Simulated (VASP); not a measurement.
## BeCd3S4: single point with r2SCAN

BeCd3S4:

```
Be S Cd
1.0
     5.55929    0.00000    0.00000
     0.00000    5.55929    0.00000
     0.00000    0.00000    5.55929
Be S Cd
1 4 3
Direct
  0.00000 0.00000 0.00000
  0.22163 0.22163 0.22163
  0.77837 0.77837 0.22163
  0.77837 0.22163 0.77837
  0.22163 0.77837 0.77837
  0.50000 0.50000 0.00000
  0.50000 0.00000 0.50000
  0.00000 0.50000 0.50000
```

This cell differs from its parent crystal: volume changed by -3%.

| Item | Value |
| --- | --- |
| Program | VASP 6.6.1 |
| Task | single point |
| Functional | r2SCAN |
| Potentials or basis | VASP PAW PBE potentials, release 64 (Be, S, Cd) |
| Cutoff | 520 eV |
| k mesh | 4 × 4 × 4 |
| Occupations | gaussian, width 0.01 eV |
| Spin | no spin polarisation |

- Pressure: 2.6 GPa
- Largest force: 0.075 eV/Å
- Band gap on the k mesh: 2.29 eV, indirect (least direct gap 2.31 eV)

Forces in eV/Å, atoms in the order of the input:
```
Be   0.000  0.000  0.000
S   -0.043 -0.043 -0.043
S    0.043  0.043 -0.043
S    0.043 -0.043  0.043
S   -0.043  0.043  0.043
Cd   0.000  0.000  0.000
Cd   0.000  0.000  0.000
Cd   0.000  0.000  0.000
```

Levels at points of the mesh, in eV from the valence-band top:
| k point | band 28 | band 29 | band 30 | band 31 | band 32 | band 33 | band 34 | band 35 |
| --- | --- | --- | --- | --- | --- | --- | --- | --- |
| (0.00, 0.00, 0.00) | -1.74 | -0.02 | -0.02 | -0.02 | 2.29 | 3.98 | 3.98 | 3.98 |
| (0.50, 0.00, 0.00) | -1.27 | -1.27 | -0.65 | -0.65 | 4.14 | 4.31 | 5.42 | 5.49 |
| (0.50, 0.50, 0.00) | -1.01 | -0.99 | -0.99 | 0.00 | 4.06 | 5.36 | 5.47 | 5.47 |
| (0.50, 0.50, 0.50) | -0.51 | -0.51 | -0.42 | -0.42 | 3.72 | 3.72 | 3.72 | 3.75 |

It took 2.2 min on 1 thread of Intel(R) Xeon(R) 6975P-C (Granite Rapids) (shared host), peak memory 0.3 GiB.

Caveat: the PAW data sets were made with another functional, which shifts forces and pressure a little. A k mesh can miss the band edges.
